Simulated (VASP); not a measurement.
Write the native input for VASP 6.6.1 that does the following.

- Task: single point
- Functional: PBE
- Potentials or basis: VASP PAW PBE potentials, release 64 (Cd, W_sv)
- Cutoff: 520 eV
- k mesh: 4 × 4 × 4
- Occupations: gaussian, width 0.1 eV
- Spin: no spin polarisation
- Dipole correction: no
- Further INCAR settings: ALGO = Fast; EDIFF = 1e-06; NBANDS = 59

The structure of Cd7W lies in POSCAR:

```
Cd7W
1.0
    0.0000000000      4.8561069200      4.8561069200
    4.8561069200      0.0000000000      4.8561069200
    4.8561069200      4.8561069200      0.0000000000
Cd W
7 1
Direct
    0.5000000000      0.0000000000      0.0000000000
    0.0000000000      0.5000000000      0.5000000000
    0.0000000000      0.5000000000      0.0000000000
    0.5000000000      0.0000000000      0.5000000000
    0.0000000000      0.0000000000      0.5000000000
    0.5000000000      0.5000000000      0.0000000000
    0.0000000000      0.0000000000      0.0000000000
    0.5000000000      0.5000000000      0.5000000000
```

The cell was generated, and may not be a known phase.

The input as run:

INCAR

```
SYSTEM = Cd7W
ALGO = Fast
EDIFF = 1E-6
ENCUT = 520
GGA = PE
ISIF = 2
ISMEAR = 0
LASPH = .TRUE.
LCHARG = .FALSE.
LREAL = .FALSE.
LWAVE = .FALSE.
NBANDS = 59
NELM = 100
PREC = Accurate
SIGMA = 0.1
```

KPOINTS

```
k-points
0
G
  4 4 4
  0 0 0
```

Potentials or basis: VASP PAW PBE potentials, release 64 (Cd, W_sv).

Launch:

```sh
$ cat potpaw_PBE.64/Cd/POTCAR potpaw_PBE.64/W_sv/POTCAR > POTCAR
$ mpirun -np 1 vasp_std > vasp.out
```

Results of the run:

```yaml
Pressure: -10.0 GPa
Band_gap_on_the_k_mesh: zero (bands 49 and 50 overlap by 0.66 eV)
```

Caveat: the cell stands under tension; spin-orbit coupling is left out, which moves the levels of the heavy elements.

It took 110 s on 1 thread of Intel(R) Xeon(R) 6975P-C (Granite Rapids), on a shared host, peak memory 0.41 GiB.
